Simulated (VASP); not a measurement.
# Mg3Te (I4/mmm) in VASP: single point with PBEsol

Aim: the single point of Mg3Te with PBEsol.

Everything below comes from runs of VASP 6.6.1. Logs are shortened: lines on timing, memory, paths and dates and some standing lists are left out, and cuts for length are marked.

**1. The cell of the first run**

The structure is tetragonal, space group I4/mmm (No. 139). The conventional cell has a = 4.279 Å, b = 4.279 Å, c = 10.565 Å, α = 90.00°, β = 90.00°, γ = 90.00°. Within 4.0 Å of Mg (site symmetry 4/mmm) lie 4 Te at 3.03 Å and 8 Mg at 3.40 Å. Mg (site symmetry -4m2) has 8 Mg at 3.03 to 3.40 Å and 4 Te at 3.40 Å within 4.0 Å. Te (site symmetry 4/mmm) has 12 Mg at 3.03 to 3.40 Å within 4.0 Å.

**2. Single point, PBEsol**

The input, INCAR:

```
SYSTEM = Mg3Te
  ALGO = Normal
  EDIFF = 1E-6
  ENCUT = 520
  GGA = PS
  ISIF = 2
  ISMEAR = 0
  LASPH = .True.
  LCHARG = .True.
  LELF = .True.
  LREAL = .False.
  LVHAR = .True.
  LWAVE = .False.
  NBANDS = 14
  NELM = 80
  PREC = Accurate
  SIGMA = 0.15
```

The input, KPOINTS:

```
k-points
0
Gamma
  7 7 7
  0 0 0
```

The input, POSCAR:

```
Mg3Te
1.0
   -2.1393600000      2.1393600000      5.2824880000
    2.1393600000     -2.1393600000      5.2824880000
    2.1393600000      2.1393600000     -5.2824880000
Mg Te
3 1
Direct
    0.5000000000      0.5000000000      0.0000000000
    0.7500000000      0.2500000000      0.5000000000
    0.2500000000      0.7500000000      0.5000000000
    0.0000000000      0.0000000000      0.0000000000
```

Potentials or basis: VASP PAW PBE potentials, release 64 (Mg, Te).

On the command line:

```
$ cat potpaw_PBE.64/Mg/POTCAR potpaw_PBE.64/Te/POTCAR > POTCAR
$ mpirun -np 1 vasp_std > vasp.out
```

OUTCAR:

```text
SYSTEM = Mg3Te
   EDIFF = 1E-6
   ENCUT = 520
   GGA = PS
   ISIF = 2
   ISMEAR = 0
   LASPH = .True.
   LREAL = .False.
   NELM = 80
   PREC = Accurate

 ion  position               nearest neighbor table
   1  0.500  0.500  0.000-   4 3.03   4 3.03   4 3.03   4 3.03   3 3.40   2 3.40   3 3.40   2 3.40
                             3 3.40   3 3.40   2 3.40   2 3.40
   2  0.750  0.250  0.500-   3 3.03   3 3.03   3 3.03   3 3.03   4 3.40   1 3.40   4 3.40   4 3.40
                             1 3.40   1 3.40   4 3.40   1 3.40
   3  0.250  0.750  0.500-   2 3.03   2 3.03   2 3.03   2 3.03   4 3.40   1 3.40   4 3.40   1 3.40
                             4 3.40   4 3.40   1 3.40   1 3.40
   4  0.000  0.000  0.000-   1 3.03   1 3.03   1 3.03   1 3.03   3 3.40   2 3.40   3 3.40   3 3.40
                             2 3.40   2 3.40   3 3.40   2 3.40

  LATTYP: Found a body centered tetragonal cell.
 ALAT       =     4.2787200000
 C/A-ratio  =     2.4691907860

  Lattice vectors:

 A1 = (  -2.1393600000,   2.1393600000,   5.2824880000)
 A2 = (   2.1393600000,  -2.1393600000,   5.2824880000)
 A3 = (   2.1393600000,   2.1393600000,  -5.2824880000)

Analysis of symmetry for initial positions (statically):
=====================================================================
 Subroutine PRICEL returns:
 Original cell was already a primitive cell.

 Routine SETGRP: Setting up the symmetry group for a
 body centered tetragonal supercell.

 Subroutine GETGRP returns: Found 16 space group operations
 (whereof 16 operations were pure point group operations)
 out of a pool of 16 trial point group operations.

The static configuration has the point symmetry D_4h.

Analysis of symmetry for dynamics (positions and initial velocities):
=====================================================================
 Subroutine PRICEL returns:
 Original cell was already a primitive cell.

 Routine SETGRP: Setting up the symmetry group for a
 body centered tetragonal supercell.

 Subroutine GETGRP returns: Found 16 space group operations
 (whereof 16 operations were pure point group operations)
 out of a pool of 16 trial point group operations.

The dynamic configuration has the point symmetry D_4h.

 Subroutine INISYM returns: Found 16 space group operations
 (whereof 16 operations are pure point group operations),
 and found     1 'primitive' translations

----------------------------------------------------------------------------------------

                                     Primitive cell

  volume of cell :      96.7089

  direct lattice vectors                    reciprocal lattice vectors
    -2.139360000  2.139360000  5.282488000     0.000000000  0.233714756  0.094652368
     2.139360000 -2.139360000  5.282488000     0.233714756  0.000000000  0.094652368
     2.139360000  2.139360000 -5.282488000     0.233714756  0.233714756  0.000000000

  length of vectors
     6.087561243  6.087561243  6.087561243     0.252154036  0.252154036  0.330522577

  position of ions in fractional coordinates (direct lattice)
     0.500000000  0.500000000  0.000000000
     0.750000000  0.250000000  0.500000000
     0.250000000  0.750000000  0.500000000
     0.000000000  0.000000000  0.000000000

  ion indices of the primitive-cell ions
   primitive index   ion index
                 1           1
                 2           2
                 3           3
                 4           4

----------------------------------------------------------------------------------------

 KPOINTS: k-points

Automatic generation of k-mesh.
 Grid dimensions read from file:
 generate k-points for:    7    7    7

 Generating k-lattice:

  Cartesian coordinates                     Fractional coordinates (reciprocal lattice)
     0.000000000  0.033387822  0.013521767     0.142857143  0.000000000  0.000000000
     0.033387822  0.000000000  0.013521767     0.000000000  0.142857143  0.000000000
     0.033387822  0.033387822  0.000000000     0.000000000  0.000000000  0.142857143

  Length of vectors
     0.036022005  0.036022005  0.047217511

  Shift w.r.t. Gamma in fractional coordinates (k-lattice)
     0.000000000  0.000000000  0.000000000

 Subroutine IBZKPT returns following result:
 ===========================================

 Found     40 irreducible k-points:

 Following reciprocal coordinates:
            Coordinates               Weight
  0.000000  0.000000  0.000000      1.000000
  0.142857  0.000000  0.000000      8.000000
  0.285714  0.000000  0.000000      8.000000
  0.428571  0.000000  0.000000      8.000000
  0.142857  0.142857  0.000000      8.000000
  0.285714  0.142857  0.000000     16.000000
[... 16 lines left out ...]
 -0.142857  0.285714  0.142857      8.000000
 -0.428571  0.428571  0.142857      8.000000
 [... further k-points ...]
   k-points           NKPTS =     40   k-points in BZ     NKDIM =     40   number of bands    NBANDS=     14
   number of dos      NEDOS =    301   number of ions     NIONS =      4
   total plane-waves  NPLWV = 110592
   dimension x,y,z NGX =    48 NGY =   48 NGZ =   48
   dimension x,y,z NGXF=    96 NGYF=   96 NGZF=   96
   ions per type =               3   1
   NGX,Y,Z   is equivalent  to a cutoff of  13.11, 13.11, 13.11 a.u.
   NGXF,Y,Z  is equivalent  to a cutoff of  26.22, 26.22, 26.22 a.u.
 SYSTEM =  Mg3Te
   PREC   = accura    normal or accurate (medium, high low for compatibility)
   ISTART =      0    job   : 0-new  1-cont  2-samecut
   ICHARG =      2    charge: 1-file 2-atom 10-const
   ISPIN  =      1    spin polarized calculation?
   LNONCOLLINEAR =      F non collinear calculations
   LSORBIT =      F    spin-orbit coupling
   LASPH  =      T    aspherical Exc in radial PAW
   ENCUT  =  520.0 eV  38.22 Ry    6.18 a.u.  11.32 11.32 11.32*2*pi/ulx,y,z
   NELM   =     80;   NELMIN=  2; NELMDL= -5     # of ELM steps
   EDIFF  = 0.1E-05   stopping-criterion for ELM
   LREAL  =      F    real-space projection
   EDIFFG = 0.1E-04   stopping-criterion for IOM
   NSW    =      0    number of steps for IOM
   IBRION =     -1    ionic relax: 0-MD 1-quasi-New 2-CG
   NFREE  =      0    steps in history (QN), initial steepest desc. (CG)
   ISIF   =      2    stress and relaxation
   ISYM   =      2    0-nonsym 1-usesym 2-fastsym
   POTIM  = 0.5000    time-step for ionic-motion
   TEBEG  =    0.0;   TEEND  =   0.0 temperature during run
   PSTRESS=    0.0 pullay stress
   NELECT =      12.0000    total number of electrons
   NUPDOWN=      -1.0000    fix difference up-down
   EMIN   =  10.00;   EMAX   =-10.00  energy-range for DOS
   EFERMI =   0.00;   METHOD = LEGACY
   ISMEAR =     0;   SIGMA  =   0.15  broadening in eV -4-tet -1-fermi 0-gaus
   EFERMI_NEDOS =   21; number of points for ismear=-14 and -15
   IALGO  =     38    algorithm
   IMIX   =      4    mixing-type and parameters
     AMIX     =   0.40;   BMIX     =  1.00
     AMIX_MAG =   1.60;   BMIX_MAG =  1.00
  volume/ion in A,a.u.               =      24.18       163.16
  Fermi-wavevector in a.u.,A,eV,Ry     =   0.816544  1.543045  9.071614  0.666745
  Thomas-Fermi vector in A             =   1.926832
   LORBIT       =      0    0 simple, 1 ext, 2 COOP (PROOUT), +10 PAW based schemes
   GGA     = PS    functional components
   LHFCALC =     F    Hartree Fock is set to
   AEXX    =    0.0000 exact exchange contribution
   IVDW    =     0    specifies the selected vdW correction
   LEPSILON=     F    determine dielectric tensor
   LRPA    =     F    only Hartree local field effects (RPA)
 non-spin polarized calculation
 Gauss-broadening in eV      SIGMA  =   0.15
  energy-cutoff  :      520.00
  volume of cell :       96.71
 maximum number of plane-waves:      2621
 NGX is ok and might be reduce to    48
   NGX = 23   NGY = 23   NGZ = 23

 number of electron      12.0000000 magnetization

 Free energy of the ion-electron system (eV)
  ---------------------------------------------------
  ext. energy  EPLUGINS =         0.00000000
  ---------------------------------------------------
  free energy    TOTEN  =        -9.42411673 eV

  energy without entropy =       -9.40387804  energy(sigma->0) =       -9.41399738

 E-fermi :   4.4794     XC(G=0):  -9.0017

 val. band max:        4.4494347535   @ k =  -0.1429  -0.1429   0.1429
 cond. band min:       4.4964561600   @ k =   0.4286   0.1429  -0.0000
 fundamental gap:      0.0470214064
 Fermi energy:         4.4793624040

 k-point     1 :       0.0000    0.0000    0.0000
  band No.  band energies     occupation
      1      -7.7857      2.00000
      2       0.1803      2.00000
      3       0.2842      2.00000
      4       1.8545      2.00000
      5       1.8545      2.00000
      6       4.7398      0.01407
      7       5.7004      0.00000
      8       6.0516      0.00000
      9       6.0516      0.00000
     10       6.2145      0.00000
     11       8.0383      0.00000
     12      10.9149      0.00000
     13      10.9149      0.00000
     14      11.1333      0.00000

 k-point     2 :       0.1429    0.0000    0.0000
  band No.  band energies     occupation
      1      -7.7009      2.00000
      2      -0.3175      2.00000
      3       0.5641      2.00000
      4       1.6038      2.00000
      5       1.9259      2.00000
      6       4.3173      1.87344
      7       5.2320      0.00000
      8       6.2515      0.00000
      9       6.8376      0.00000
     10       6.9339      0.00000
     11       9.1881      0.00000
     12       9.2328      0.00000
     13      10.0177      0.00000
     14      11.4160      0.00000

 k-point     3 :       0.2857    0.0000    0.0000
  band No.  band energies     occupation
      1      -7.4918      2.00000
      2      -0.9637      2.00000
      3       0.1907      2.00000
      4       1.9517      2.00000
      5       2.1057      2.00000
      6       3.4455      2.00000
      7       5.6663      0.00000
      8       6.7746      0.00000
      9       7.6623      0.00000
     10       7.8799      0.00000
     11       7.9694      0.00000
     12       9.2420      0.00000
     13       9.6744      0.00000
     14      11.2907      0.00000

 k-point     4 :       0.4286    0.0000    0.0000
  band No.  band energies     occupation
      1      -7.3004      2.00000
      2      -1.5512      2.00000
      3       0.1836      2.00000
      4       1.5370      2.00000
      5       2.2759      2.00000
      6       4.2812      1.93827
      7       5.7268      0.00000
      8       6.8280      0.00000
      9       6.9947      0.00000
     10       7.7305      0.00000
     11       8.1422      0.00000
     12       9.2839      0.00000
     13       9.6011      0.00000
     14      10.8529      0.00000

 k-point     5 :       0.1429    0.1429    0.0000
  band No.  band energies     occupation
      1      -7.6097      2.00000
      2      -0.6508      2.00000
      3       0.6494      2.00000
      4       1.1599      2.00000
      5       2.2389      2.00000
      6       4.3815      1.64371
      7       5.1344      0.00000
      8       6.0485      0.00000
      9       7.2726      0.00000
     10       7.7468      0.00000
     11       8.4232      0.00000
[... 276 lines left out ...]
 k-point    22 :      -0.2857    0.2857    0.1429
  band No.  band energies     occupation
      1      -7.2475      2.00000
      2      -1.3564      2.00000
      3       0.3377      2.00000
      4       1.3730      2.00000
      5       2.6800      2.00000
      6       2.6820      2.00000
      7       5.3943      0.00000
      8       5.8103      0.00000
      9       7.2071      0.00000
     10       8.5390      0.00000
     11       8.8338      0.00000
     12       9.9781      0.00000
     13      10.3541      0.00000
     14      10.7565      0.00000

 k-point    23 :      -0.1429    0.2857    0.1429
  band No.  band energies     occupation
      1      -7.3114      2.00000
      2      -1.4990      2.00000
      3       0.2443      2.00000
      4       1.9333      2.00000
      5       2.2962      2.00000
      6       3.0555      2.00000
      7       6.0755      0.00000
      8       6.9488      0.00000
      9       7.3969      0.00000
     10       7.5160      0.00000
     11       7.9479      0.00000
     12       9.1363      0.00000
     13      10.5444      0.00000
     14      10.5847      0.00000

 k-point    24 :      -0.4286    0.4286    0.1429
  band No.  band energies     occupation
      1      -7.0659      2.00000
      2      -0.9479      2.00000
      3      -0.0389      2.00000
      4       0.1982      2.00000
      5       3.0324      2.00000
      6       3.4205      2.00000
      7       5.0111      0.00000
      8       5.4243      0.00000
      9       6.8734      0.00000
     10       6.9060      0.00000
     11       8.7178      0.00000
     12       9.6375      0.00000
     13      10.5221      0.00000
     14      11.9514      0.00000

 [... further k-points ...]

------------------------ aborting loop because EDIFF is reached ----------------------------------------

  FORCE on cell =-STRESS in cart. coord.  units (eV):
  Direction    XX          YY          ZZ          XY          YZ          ZX
  --------------------------------------------------------------------------------------
  -------------------------------------------------------------------------------------
  Total       -0.7024170     -0.7024170     -0.6331047      0.0000000     -0.0000000     -0.0000000
  in kB      -11.6369549    -11.6369549    -10.4886571      0.0000000     -0.0000000     -0.0000000
  external PRESSURE =     -11.2541890 kB  Pullay stress =       0.0000000 kB

 VOLUME and BASIS-vectors are now :
 -----------------------------------------------------------------------------
  energy-cutoff  :      520.00
  volume of cell :       96.71
      direct lattice vectors                 reciprocal lattice vectors
    -2.139360000  2.139360000  5.282488000     0.000000000  0.233714756  0.094652368
     2.139360000 -2.139360000  5.282488000     0.233714756  0.000000000  0.094652368
     2.139360000  2.139360000 -5.282488000     0.233714756  0.233714756  0.000000000

 POSITION                                       TOTAL-FORCE (eV/Angst)
 -----------------------------------------------------------------------------------
      0.00000      0.00000      5.28249        -0.000000     -0.000000     -0.000000
      0.00000      2.13936      2.64124         0.000000      0.000000     -0.000000
      2.13936      0.00000      2.64124        -0.000000     -0.000000      0.000000
      0.00000      0.00000      0.00000        -0.000000     -0.000000     -0.000000
 -----------------------------------------------------------------------------------
    total drift:                                0.000000     -0.000000     -0.000000

  FREE ENERGIE OF THE ION-ELECTRON SYSTEM (eV)
  ---------------------------------------------------
  free  energy   TOTEN  =        -9.4241167309 eV

  energy  without entropy=       -9.4038780357  energy(sigma->0) =       -9.41399738
```

Run time: 59 s. Hardware: 1 thread of AMD EPYC 7R13 (Zen 3), shared host; peak memory 0.31 GiB.

What came out:

- Free energy: -9.4241 eV
- Pressure: -1.1 GPa
- Band gap on the k mesh: zero (bands 6 and 7 overlap by 1.52 eV)

Levels at points of the mesh, in eV from the Fermi level:
| k point | band 3 | band 4 | band 5 | band 6 | band 7 | band 8 | band 9 | band 10 |
| --- | --- | --- | --- | --- | --- | --- | --- | --- |
| (0.00, 0.00, 0.00) | -4.20 | -2.62 | -2.62 | 0.26 | 1.22 | 1.57 | 1.57 | 1.74 |

Caveat: the PAW data sets were made with another functional, which shifts forces and pressure a little; spin-orbit coupling is left out, which moves the levels of the heavy elements.
